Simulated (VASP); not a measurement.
Wanted: the native input for a VASP 6.6.1 run.

```
Task                   : single point
Functional             : PBEsol
Potentials or basis    : VASP PAW PBE potentials, release 64 (Al, N)
Cutoff                 : 600 eV
k mesh                 : 10 × 10 × 10
Occupations            : gaussian, width 0.02 eV
Spin                   : no spin polarisation
Dipole correction      : no
Further INCAR settings : ALGO = Normal; EDIFF = 1e-06; NBANDS = 11
```

The structure of AlN lies in POSCAR:

```
AlN
1.0
    0.0000000000      2.1886939412      2.1886939412
    2.1886939412      0.0000000000      2.1886939412
    2.1886939412      2.1886939412      0.0000000000
Al N
1 1
Direct
    0.0000000000      0.0000000000      0.0000000000
    0.2500000000      0.2500000000      0.2500000000
```

One way to write it, as run:

INCAR

```
SYSTEM = AlN
PREC = Accurate
ENCUT = 600
EDIFF = 1E-6
ISMEAR = 0
SIGMA = 0.02
LREAL = .False.
LASPH = .True.
NELM = 120
ALGO = Normal
ISIF = 2
LWAVE = .False.
LCHARG = .True.
GGA = PS
LELF = .True.
LVHAR = .True.
NBANDS = 11
GGA_COMPAT = .False.
```

KPOINTS

```
Automatic mesh
0
Gamma
  10 10 10
  0 0 0
```

Potentials or basis: VASP PAW PBE potentials, release 64 (Al, N).

Launch:

```bash
$ cat potpaw_PBE.64/Al/POTCAR potpaw_PBE.64/N/POTCAR > POTCAR
$ mpirun -np 1 vasp_std > vasp.out
```

Results of the run:

```json
{
  "Pressure": "-0.1 GPa",
  "Band gap on the k mesh": "3.18 eV (least direct gap 4.08 eV)"
}
```

Caveat: the PAW data sets were made with another functional, which shifts forces and pressure a little.

It took 20 s on 1 thread of Intel Xeon 8259CL, with other jobs on the host, peak memory 0.15 GiB.
